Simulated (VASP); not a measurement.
RbLuSe2, 4 atoms in the cell. The structure is trigonal, space group R-3m (No. 166). Conventional cell: a = 4.169 Å, b = 4.169 Å, c = 23.985 Å, α = 90.00°, β = 90.00°, γ = 120.00°. Rb (site symmetry -3m) has 6 Se at 3.46 Å and 6 Rb at 4.17 Å and 6 Lu at 4.67 Å within 4.7 Å. Lu (site symmetry -3m) has 6 Se at 2.84 Å within 3.7 Å. Within 3.7 Å of Se (site symmetry 3m) lie 3 Lu at 2.84 Å and 3 Rb at 3.46 Å. 

* Program: VASP 6.6.1
* Task: single point
* Functional: PBEsol
* Potentials or basis: VASP PAW PBE potentials, release 64 (Rb_sv, Lu, Se)
* Cutoff: 520 eV
* k mesh: 6 × 6 × 6
* Occupations: gaussian, width 0.01 eV
* Spin: no spin polarisation
* Dipole correction: no
* Further INCAR settings: ALGO = Normal; EDIFF = 1e-06; NBANDS = 31

Potentials or basis: VASP PAW PBE potentials, release 64 (Rb_sv, Lu, Se).

Launch:

```console
$ cat potpaw_PBE.64/Rb_sv/POTCAR potpaw_PBE.64/Lu/POTCAR potpaw_PBE.64/Se/POTCAR > POTCAR
$ mpirun -np 1 vasp_std > vasp.out
```

Hardware: 1 thread of Oxide Virtual Turin-like Processor, with other jobs on the host.

How long does it take, and how much memory?

Run time: 12 min on 1 thread of Oxide Virtual Turin-like Processor (shared host), peak memory 0.61 GiB. Counts: scf iterations 14, k points 32.
